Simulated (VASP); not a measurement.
Write the native input for VASP 6.6.1 that does the following.

```yaml
Task: electric field gradients
Functional: PBEsol
Potentials_or_basis: VASP PAW PBE potentials, release 64 (Hf_pv, N)
Cutoff: 520 eV
k_mesh: 10 × 10 × 10
Occupations: fermi-dirac, width 0.01 eV
Spin: no spin polarisation
Dipole_correction: no
Further_INCAR_settings: ALGO = Normal; EDIFF = 1e-08; NBANDS = 14
```

The structure of HfN lies in POSCAR:

```
HfN
1.0
    0.0225900000      2.2702950000      2.2702950000
    2.2702950000      0.0225900000      2.2702950000
    2.2702950000      2.2702950000      0.0225900000
Hf N
1 1
Direct
    0.0000000000      0.0000000000      0.0000000000
    0.5000000000      0.5000000000      0.5000000000
```

This cell differs from its parent crystal: equal xy, yz and zx shear strains of +1 %.

One way to write it, as run:

INCAR

```
PREC = Accurate
ENCUT = 520
EDIFF = 1E-8
ISMEAR = -1
SIGMA = 0.01
LREAL = F
LASPH = T
NELM = 80
ALGO = Normal
ISIF = 2
LWAVE = F
LCHARG = F
GGA = PS
LEFG = T
NBANDS = 14
```

KPOINTS

```
regular mesh
0
Gamma
  10 10 10
```

Potentials or basis: VASP PAW PBE potentials, release 64 (Hf_pv, N).

Run with:

```console
$ cat potpaw_PBE.64/Hf_pv/POTCAR potpaw_PBE.64/N/POTCAR > POTCAR
$ mpirun -np 1 vasp_std > vasp.out
```

Results of the run:

```
Pressure : -5.2 GPa
```

Caveat: the cell differs from its parent crystal (equal xy, yz and zx shear strains of +1 %); without QUAD_EFG the Cq values of the log hold for a quadrupole moment of 1 mb, not for the nuclei; the PAW data sets were made with another functional, which shifts forces and pressure a little.

It took 11 s on 1 thread of Intel(R) Xeon(R) 6975P-C (Granite Rapids), with other jobs on the host, peak memory 0.16 GiB.
